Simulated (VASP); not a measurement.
Write the native input for VASP 6.6.1 that does the following.

```yaml
Task: single point
Functional: revPBE
Dispersion: D4
Potentials_or_basis: VASP PAW PBE potentials, release 64 (W_sv, S)
Cutoff: 520 eV
k_mesh: 10 × 10 × 3
Occupations: fermi-dirac, width 0.05 eV
Spin: no spin polarisation
Dipole_correction: no
Further_INCAR_settings: ALGO = Normal; EDIFF = 1e-06; NBANDS = 35
```

The structure of WS2 (Tungstenite) lies in POSCAR:

```
WS2
1.0
    3.1406682159      0.0000000000      0.0000000000
   -1.5703341080      2.7198984598      0.0000000000
    0.0000000000      0.0000000000     11.8515341093
W S
2 4
Direct
    0.6666666667      0.3333333333      0.7500000000
    0.3333333333      0.6666666667      0.2500000000
    0.6666666667      0.3333333333      0.3831568666
    0.3333333333      0.6666666667      0.8831568666
    0.6666666667      0.3333333333      0.1168431334
    0.3333333333      0.6666666667      0.6168431334
```

One way to write it, as run:

INCAR

```
SYSTEM = WS2
PREC = Accurate ; ENCUT = 520
EDIFF = 1E-6 ; ISMEAR = -1
SIGMA = 0.05 ; LREAL = .FALSE.
LASPH = .TRUE. ; NELM = 80
ALGO = Normal ; ISIF = 2
LWAVE = .FALSE. ; LCHARG = .FALSE.
GGA = RE ; IVDW = 13
NBANDS = 35
```

KPOINTS

```
regular mesh
0
G
  10 10 3
  0 0 0
```

Potentials or basis: VASP PAW PBE potentials, release 64 (W_sv, S).

Launch:

```bash
$ cat potpaw_PBE.64/W_sv/POTCAR potpaw_PBE.64/S/POTCAR > POTCAR
$ mpirun -np 1 vasp_std > vasp.out
```

It gave:

* Pressure: -0.1 GPa
* Largest force: 0.010 eV/Å
* Band gap on the k mesh: 0.87 eV, indirect (least direct gap 2.17 eV)
* Dispersion energy per atom: -0.828 eV

Caveat: the PAW data sets were made with another functional, which shifts forces and pressure a little; spin-orbit coupling is left out, which moves the levels of the heavy elements.

Wall time 49 s on 1 thread of Intel(R) Xeon(R) 6975P-C (Granite Rapids) (shared host), peak memory 0.26 GiB.
